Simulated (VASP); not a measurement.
# Ge (Fd-3m) in VASP: a series of runs

Runs on Ge. Level: PBE. Tasks: single point.

All numbers are computed with VASP 6.6.1; they aren't measurements. Logs are shortened: lines on timing, memory, paths and dates and some standing lists are left out, and cuts for length are marked.

## (1) The cell of the first run

Symmetry: Fd-3m, No. 227, cubic system. Conventional cell: a = 5.107 Å, b = 5.107 Å, c = 5.107 Å, α = 90.00°, β = 90.00°, γ = 90.00°. Within 2.9 Å of Ge (site symmetry -43m) lie 4 Ge at 2.21 Å.

## (2) Single point, PBE

Input file INCAR:

```
SYSTEM = Ge
ALGO     = Normal         ! electronic algorithm
EDIFF    = 1E-6           ! SCF threshold, eV
ENCUT    = 520            ! plane-wave cutoff, eV
GGA      = PE             ! functional
ISIF     = 2              ! what is computed and relaxed
ISMEAR   = 0              ! smearing method
LASPH    = .TRUE.         ! aspherical terms in the spheres
LCHARG   = .TRUE.         ! write CHGCAR
LELF     = .TRUE.         ! ELF
LREAL    = .FALSE.        ! projectors in reciprocal space
LVHAR    = .TRUE.       
LWAVE    = .FALSE.        ! write WAVECAR
NBANDS   = 21             ! bands
NELM     = 60             ! most SCF steps
PREC     = Accurate       ! precision mode
SIGMA    = 0.1            ! smearing width, eV
```

Input file KPOINTS:

```
k-points
0
G
  14 14 14
  0 0 0
```

Input file POSCAR:

```
Ge
1.0
    0.0000000000      2.5533214401      2.5533214401
    2.5533214401      0.0000000000      2.5533214401
    2.5533214401      2.5533214401      0.0000000000
Ge
2
Direct
    0.5000000000      0.5000000000      0.5000000000
    0.7500000000      0.7500000000      0.7500000000
```

Potentials or basis: VASP PAW PBE potentials, release 64 (Ge_d).

Run with:

```console
$ cat potpaw_PBE.64/Ge_d/POTCAR > POTCAR
$ mpirun -np 1 vasp_std > vasp.out
```

OUTCAR:

```text
SYSTEM = Ge
   EDIFF = 1E-6
   ENCUT = 520
   GGA = PE
   ISIF = 2
   ISMEAR = 0
   LASPH = .TRUE.
   LREAL = .FALSE.
   NELM = 60
   PREC = Accurate

 ion  position               nearest neighbor table
   1  0.500  0.500  0.500-   2 2.21   2 2.21   2 2.21   2 2.21
   2  0.750  0.750  0.750-   1 2.21   1 2.21   1 2.21   1 2.21

  LATTYP: Found a face centered cubic cell.
 ALAT       =     5.1066428802

  Lattice vectors:

 A1 = (   0.0000000000,   2.5533214401,   2.5533214401)
 A2 = (   2.5533214401,   0.0000000000,   2.5533214401)
 A3 = (   2.5533214401,   2.5533214401,   0.0000000000)

Analysis of symmetry for initial positions (statically):
=====================================================================
 Subroutine PRICEL returns:
 Original cell was already a primitive cell.

 Routine SETGRP: Setting up the symmetry group for a
 face centered cubic supercell.

 Subroutine GETGRP returns: Found 48 space group operations
 (whereof 24 operations were pure point group operations)
 out of a pool of 48 trial point group operations.

The static configuration has the point symmetry T_d .
 The point group associated with its full space group is O_h .

Analysis of symmetry for dynamics (positions and initial velocities):
=====================================================================
 Subroutine PRICEL returns:
 Original cell was already a primitive cell.

 Routine SETGRP: Setting up the symmetry group for a
 face centered cubic supercell.

 Subroutine GETGRP returns: Found 48 space group operations
 (whereof 24 operations were pure point group operations)
 out of a pool of 48 trial point group operations.

The dynamic configuration has the point symmetry T_d .
 The point group associated with its full space group is O_h .

 Subroutine INISYM returns: Found 48 space group operations
 (whereof 24 operations are pure point group operations),
 and found     1 'primitive' translations

----------------------------------------------------------------------------------------

                                     Primitive cell

  volume of cell :      33.2925

  direct lattice vectors                    reciprocal lattice vectors
     0.000000000  2.553321440  2.553321440    -0.195823366  0.195823366  0.195823366
     2.553321440  0.000000000  2.553321440     0.195823366 -0.195823366  0.195823366
     2.553321440  2.553321440  0.000000000     0.195823366  0.195823366 -0.195823366

  length of vectors
     3.610941810  3.610941810  3.610941810     0.339176020  0.339176020  0.339176020

  position of ions in fractional coordinates (direct lattice)
     0.500000000  0.500000000  0.500000000
     0.750000000  0.750000000  0.750000000

  ion indices of the primitive-cell ions
   primitive index   ion index
                 1           1
                 2           2

----------------------------------------------------------------------------------------

 KPOINTS: k-points

Automatic generation of k-mesh.
 Grid dimensions read from file:
 generate k-points for:   14   14   14

 Generating k-lattice:

  Cartesian coordinates                     Fractional coordinates (reciprocal lattice)
    -0.013987383  0.013987383  0.013987383     0.071428571  0.000000000  0.000000000
     0.013987383 -0.013987383  0.013987383     0.000000000  0.071428571  0.000000000
     0.013987383  0.013987383 -0.013987383     0.000000000  0.000000000  0.071428571

  Length of vectors
     0.024226859  0.024226859  0.024226859

  Shift w.r.t. Gamma in fractional coordinates (k-lattice)
     0.000000000  0.000000000  0.000000000

 Subroutine IBZKPT returns following result:
 ===========================================

 Found    104 irreducible k-points:

 Following reciprocal coordinates:
            Coordinates               Weight
  0.000000  0.000000  0.000000      1.000000
  0.071429  0.000000  0.000000      8.000000
  0.142857  0.000000  0.000000      8.000000
  0.214286  0.000000  0.000000      8.000000
  0.285714  0.000000  0.000000      8.000000
  0.357143  0.000000  0.000000      8.000000
[... 16 lines left out ...]
  0.214286  0.142857  0.000000     24.000000
  0.285714  0.142857  0.000000     24.000000
 [... further k-points ...]
   k-points           NKPTS =    104   k-points in BZ     NKDIM =    104   number of bands    NBANDS=     21
   number of dos      NEDOS =    301   number of ions     NIONS =      2
   total plane-waves  NPLWV =  21952
   dimension x,y,z NGX =    28 NGY =   28 NGZ =   28
   dimension x,y,z NGXF=    56 NGYF=   56 NGZF=   56
   ions per type =               2
   NGX,Y,Z   is equivalent  to a cutoff of  12.89, 12.89, 12.89 a.u.
   NGXF,Y,Z  is equivalent  to a cutoff of  25.78, 25.78, 25.78 a.u.
 SYSTEM =  Ge
   PREC   = accura    normal or accurate (medium, high low for compatibility)
   ISTART =      0    job   : 0-new  1-cont  2-samecut
   ICHARG =      2    charge: 1-file 2-atom 10-const
   ISPIN  =      1    spin polarized calculation?
   LNONCOLLINEAR =      F non collinear calculations
   LSORBIT =      F    spin-orbit coupling
   LASPH  =      T    aspherical Exc in radial PAW
   ENCUT  =  520.0 eV  38.22 Ry    6.18 a.u.   6.71  6.71  6.71*2*pi/ulx,y,z
   NELM   =     60;   NELMIN=  2; NELMDL= -5     # of ELM steps
   EDIFF  = 0.1E-05   stopping-criterion for ELM
   LREAL  =      F    real-space projection
   EDIFFG = 0.1E-04   stopping-criterion for IOM
   NSW    =      0    number of steps for IOM
   IBRION =     -1    ionic relax: 0-MD 1-quasi-New 2-CG
   NFREE  =      0    steps in history (QN), initial steepest desc. (CG)
   ISIF   =      2    stress and relaxation
   ISYM   =      2    0-nonsym 1-usesym 2-fastsym
   POTIM  = 0.5000    time-step for ionic-motion
   TEBEG  =    0.0;   TEEND  =   0.0 temperature during run
   PSTRESS=    0.0 pullay stress
   NELECT =      28.0000    total number of electrons
   NUPDOWN=      -1.0000    fix difference up-down
   EMIN   =  10.00;   EMAX   =-10.00  energy-range for DOS
   EFERMI =   0.00;   METHOD = LEGACY
   ISMEAR =     0;   SIGMA  =   0.10  broadening in eV -4-tet -1-fermi 0-gaus
   EFERMI_NEDOS =   21; number of points for ismear=-14 and -15
   IALGO  =     38    algorithm
   IMIX   =      4    mixing-type and parameters
     AMIX     =   0.40;   BMIX     =  1.00
     AMIX_MAG =   1.60;   BMIX_MAG =  1.00
  volume/ion in A,a.u.               =      16.65       112.33
  Fermi-wavevector in a.u.,A,eV,Ry     =   1.545297  2.920188 32.489943  2.387943
  Thomas-Fermi vector in A             =   2.650696
   LORBIT       =      0    0 simple, 1 ext, 2 COOP (PROOUT), +10 PAW based schemes
   GGA     = PE    functional components
   LHFCALC =     F    Hartree Fock is set to
   AEXX    =    0.0000 exact exchange contribution
   IVDW    =     0    specifies the selected vdW correction
   LEPSILON=     F    determine dielectric tensor
   LRPA    =     F    only Hartree local field effects (RPA)
 non-spin polarized calculation
 Gauss-broadening in eV      SIGMA  =   0.10
  energy-cutoff  :      520.00
  volume of cell :       33.29
 maximum number of plane-waves:       934
   NGX = 13   NGY = 13   NGZ = 13

 number of electron      27.9999971 magnetization

 Free energy of the ion-electron system (eV)
  ---------------------------------------------------
  ext. energy  EPLUGINS =         0.00000000
  ---------------------------------------------------
  free energy    TOTEN  =        -7.42496259 eV

  energy without entropy =       -7.42465593  energy(sigma->0) =       -7.42480926

 E-fermi :   8.5246     XC(G=0): -11.4763

 val. band max:        8.4063218836   @ k =  -0.0714   0.0714   0.0000
 cond. band min:       8.5455466780   @ k =   0.4286   0.4286   0.0000
 fundamental gap:      0.1392247943
 Fermi energy:         8.5245601346

 k-point     1 :       0.0000    0.0000    0.0000
  band No.  band energies     occupation
      1     -17.0332      2.00000
      2     -17.0332      2.00000
      3     -17.0332      2.00000
      4     -16.9671      2.00000
      5     -16.9671      2.00000
      6     -16.5199      2.00000
[... 13 lines left out ...]
     20      18.8894      0.00000
     21      18.8894      0.00000

 k-point     2 :       0.0714    0.0000    0.0000
  band No.  band energies     occupation
      1     -17.0413      2.00000
      2     -17.0413      2.00000
      3     -17.0315      2.00000
      4     -16.9561      2.00000
      5     -16.9561      2.00000
      6     -16.5259      2.00000
[... 13 lines left out ...]
     20      18.1450      0.00000
     21      18.1450      0.00000

 k-point     3 :       0.1429    0.0000    0.0000
  band No.  band energies     occupation
      1     -17.0559      2.00000
      2     -17.0559      2.00000
      3     -17.0270      2.00000
      4     -16.9338      2.00000
      5     -16.9338      2.00000
      6     -16.5388      2.00000
[... 13 lines left out ...]
     20      17.4000      0.00000
     21      17.4000      0.00000

 k-point     4 :       0.2143    0.0000    0.0000
  band No.  band energies     occupation
      1     -17.0682      2.00000
      2     -17.0682      2.00000
      3     -17.0205      2.00000
      4     -16.9114      2.00000
      5     -16.9114      2.00000
      6     -16.5517      2.00000
[... 13 lines left out ...]
     20      17.1773      0.00000
     21      17.2342      0.00000

 k-point     5 :       0.2857    0.0000    0.0000
  band No.  band energies     occupation
      1     -17.0760      2.00000
      2     -17.0760      2.00000
      3     -17.0133      2.00000
      4     -16.8942      2.00000
      5     -16.8942      2.00000
      6     -16.5606      2.00000
[... 13 lines left out ...]
     20      17.6493      0.00000
     21      17.6493      0.00000
[... 382 lines left out ...]
     20      17.1739      0.00000
     21      17.9281      0.00000

 k-point    22 :       0.1429    0.1429    0.0000
  band No.  band energies     occupation
      1     -17.0599      2.00000
      2     -17.0467      2.00000
      3     -17.0467      2.00000
      4     -16.9401      2.00000
      5     -16.8978      2.00000
      6     -16.6042      2.00000
[... 13 lines left out ...]
     20      17.6290      0.00000
     21      19.2945      0.00000

 k-point    23 :       0.2143    0.1429    0.0000
  band No.  band energies     occupation
      1     -17.0731      2.00000
      2     -17.0552      2.00000
      3     -17.0418      2.00000
      4     -16.9228      2.00000
      5     -16.8710      2.00000
      6     -16.6332      2.00000
[... 13 lines left out ...]
     20      18.5639      0.00000
     21      19.1048      0.00000

 k-point    24 :       0.2857    0.1429    0.0000
  band No.  band energies     occupation
      1     -17.0890      2.00000
      2     -17.0647      2.00000
      3     -17.0268      2.00000
      4     -16.9025      2.00000
      5     -16.8477      2.00000
      6     -16.6544      2.00000
[... 13 lines left out ...]
     20      18.8958      0.00000
     21      19.2026      0.00000

 [... further k-points ...]
[... 5 lines left out ...]
  --------------------------------------------------------------------------------------
  -------------------------------------------------------------------------------------
  Total       10.3569281     10.3569281     10.3569281      0.0000000     -0.0000000     -0.0000000
  in kB      498.4195551    498.4195551    498.4195551      0.0000000     -0.0000000     -0.0000000
  external PRESSURE =     498.4195551 kB  Pullay stress =       0.0000000 kB

 VOLUME and BASIS-vectors are now :
 -----------------------------------------------------------------------------
  energy-cutoff  :      520.00
  volume of cell :       33.29
      direct lattice vectors                 reciprocal lattice vectors
     0.000000000  2.553321440  2.553321440    -0.195823366  0.195823366  0.195823366
     2.553321440  0.000000000  2.553321440     0.195823366 -0.195823366  0.195823366
     2.553321440  2.553321440  0.000000000     0.195823366  0.195823366 -0.195823366

 POSITION                                       TOTAL-FORCE (eV/Angst)
 -----------------------------------------------------------------------------------
      2.55332      2.55332      2.55332         0.000000      0.000000      0.000000
      3.82998      3.82998      3.82998        -0.000000     -0.000000     -0.000000
 -----------------------------------------------------------------------------------
    total drift:                                0.000000      0.000000      0.000000

  FREE ENERGIE OF THE ION-ELECTRON SYSTEM (eV)
  ---------------------------------------------------
  free  energy   TOTEN  =        -7.4249625944 eV

  energy  without entropy=       -7.4246559273  energy(sigma->0) =       -7.42480926
```

Run time: 25 s. Hardware: 1 thread of Intel Xeon 6975P-C (Granite Rapids), shared host; peak memory 0.19 GiB.

Results:

- Free energy: -7.4250 eV
- Pressure: 49.8 GPa
- Band gap on the k mesh: zero (band 14 reaches 8.56 eV, above the bottom of band 15 at 8.55 eV)

## (3) Single point, PBE

This run uses another cell than the first one, of 24.33 Å³/atom, 1.462 times its volume.

Input file INCAR:

```
PREC = Accurate
ENCUT = 520
EDIFF = 1E-7
ISMEAR = 0
SIGMA = 0.1
LREAL = False
LASPH = True
NELM = 80
ALGO = Normal
ISIF = 2
LWAVE = False
LCHARG = True
GGA = PE
LELF = True
LVHAR = True
NBANDS = 21
```

Input file KPOINTS:

```
regular mesh
0
Gamma
  12 12 12
```

Input file POSCAR:

```
Ge
1.0
    0.0000000000      2.8977169121      2.8977169121
    2.8977169121      0.0000000000      2.8977169121
    2.8977169121      2.8977169121      0.0000000000
Ge
2
Direct
    0.5000000000      0.5000000000      0.5000000000
    0.7500000000      0.7500000000      0.7500000000
```

Potentials or basis: VASP PAW PBE potentials, release 64 (Ge_d).

Run with:

```console
$ cat potpaw_PBE.64/Ge_d/POTCAR > POTCAR
$ mpirun -np 1 vasp_std > vasp.out
```

Run time: 24 s. Hardware: 1 thread of Intel Xeon 6975P-C (Granite Rapids), shared host; peak memory 0.2 GiB.

The run converged. Its results:

```
Free energy            : -9.0334 eV
Pressure               : -1.1 GPa
Band gap on the k mesh : zero (band 14 reaches 4.32 eV, above the bottom of band 15 at 4.29 eV)
```

Levels at points of the mesh, in eV from the Fermi level:
```
           k point  band 10  band 11  band 12  band 13  band 14  band 15  band 16  band 17  band 18  band 19
(0.00, 0.00, 0.00)   -24.47   -12.20    -0.57     0.04     0.04     0.04     2.56     2.56     2.56     6.29
(0.50, 0.00, 0.00)   -24.45   -10.28    -7.25    -1.26    -1.26     0.02     3.75     3.75     7.13    10.16
(0.50, 0.50, 0.00)   -24.44    -8.59    -8.59    -2.79    -2.79     0.88     0.88     8.97     8.97    10.95
```

## (4) Single point, PBE

This run uses another cell than the first one, of 18.82 Å³/atom, 1.130 times its volume.

Input file INCAR:

```
  PREC = Accurate
  ENCUT = 520
  EDIFF = 1E-6
  ISMEAR = 0
  SIGMA = 0.1
  LREAL = F
  LASPH = T
  NELM = 80
  ALGO = Normal
  ISIF = 2
  LWAVE = F
  LCHARG = F
  GGA = PE
  NBANDS = 21
```

Input file KPOINTS:

```
regular mesh
0
Gamma
  14 14 14
```

Input file POSCAR:

```
Ge
1.0
    0.0000000000      2.6597748560      2.6597748560
    2.6597748560      0.0000000000      2.6597748560
    2.6597748560      2.6597748560      0.0000000000
Ge
2
Direct
    0.5000000000      0.5000000000      0.5000000000
    0.7500000000      0.7500000000      0.7500000000
```

Run with:

```console
$ cat potpaw_PBE.64/Ge_d/POTCAR > POTCAR
$ mpirun -np 1 vasp_std > vasp.out
```

It took 21 s on 1 thread of Intel Xeon 6975P-C (Granite Rapids), shared host; peak memory 0.19 GiB.

The run converged. Its results:

| Item | Value |
| --- | --- |
| Free energy | -8.4071 eV |
| Pressure | 24.8 GPa |
| Band gap on the k mesh | 0.26 eV, indirect (least direct gap 1.84 eV) |

Levels at points of the mesh, in eV from the valence-band top:
| k point | band 11 | band 12 | band 13 | band 14 | band 15 | band 16 | band 17 | band 18 |
| --- | --- | --- | --- | --- | --- | --- | --- | --- |
| (0.00, 0.00, 0.00) | -14.34 | 0.00 | 0.00 | 0.00 | 1.84 | 2.60 | 2.60 | 2.60 |
| (0.50, 0.00, 0.00) | -11.75 | -8.63 | -1.72 | -1.72 | 0.81 | 3.79 | 3.79 | 7.13 |
| (0.50, 0.50, 0.00) | -9.70 | -9.70 | -3.80 | -3.80 | 0.45 | 0.45 | 11.13 | 11.13 |

A k mesh can miss the band edges.

## (5) Single point, PBE

This run uses another cell than the first one, of 18.82 Å³/atom, 1.130 times its volume.

Input file INCAR:

```
SYSTEM = Ge
ALGO     = Normal         ! electronic algorithm
EDIFF    = 1E-6           ! SCF threshold, eV
ENCUT    = 520            ! plane-wave cutoff, eV
GGA      = PE             ! functional
ISIF     = 2              ! what is computed and relaxed
ISMEAR   = 0              ! smearing method
LASPH    = .True.         ! aspherical terms in the spheres
LCHARG   = .False.        ! write CHGCAR
LREAL    = .False.        ! projectors in reciprocal space
LWAVE    = .False.        ! write WAVECAR
NBANDS   = 21             ! bands
NELM     = 60             ! most SCF steps
PREC     = Accurate       ! precision mode
SIGMA    = 0.1            ! smearing width, eV
```

Input file KPOINTS:

```
k-points
0
Gamma
  14 14 14
  0 0 0
```

POSCAR is that of step 4.

Run with:

```console
$ cat potpaw_PBE.64/Ge_d/POTCAR > POTCAR
$ mpirun -np 1 vasp_std > vasp.out
```

It took 22 s on 1 thread of Intel Xeon 6975P-C (Granite Rapids), shared host; peak memory 0.19 GiB.

Results (log left out):

| Item | Value |
| --- | --- |
| Free energy | -8.4071 eV |
| Pressure | 24.8 GPa |
| Band gap on the k mesh | 0.26 eV, indirect (least direct gap 1.84 eV) |

Levels at points of the mesh, in eV from the valence-band top:
| k point | band 10 | band 11 | band 12 | band 13 | band 14 | band 15 | band 16 | band 17 | band 18 | band 19 |
| --- | --- | --- | --- | --- | --- | --- | --- | --- | --- | --- |
| (0.00, 0.00, 0.00) | -24.77 | -14.34 | 0.00 | 0.00 | 0.00 | 1.84 | 2.60 | 2.60 | 2.60 | 6.85 |
| (0.50, 0.00, 0.00) | -24.73 | -11.75 | -8.63 | -1.72 | -1.72 | 0.81 | 3.79 | 3.79 | 7.13 | 11.86 |
| (0.50, 0.50, 0.00) | -24.71 | -9.70 | -9.70 | -3.80 | -3.80 | 0.45 | 0.45 | 11.13 | 11.13 | 13.63 |

A k mesh can miss the band edges.

## (6) Summary

| cell | k mesh | gap on the mesh (eV) | pressure (GPa) |
| --- | --- | --- | --- |
| a = 3.611 Å, angles 60.0°, 2 atoms | 14 × 14 × 14 | none | 49.8 |
| a = 4.098 Å, angles 60.0°, 2 atoms | 12 × 12 × 12 | none | -1.1 |
| a = 3.761 Å, angles 60.0°, 2 atoms | 14 × 14 × 14 | 0.26 | 24.8 |

Alike in all rows: task single point; level PBE; potentials or basis VASP PAW PBE potentials, release 64 (Ge_d); no spin polarisation; cutoff (eV) 520; smearing gaussian 0.1 eV.

Absolute energies hang on the potentials; compare differences alone.
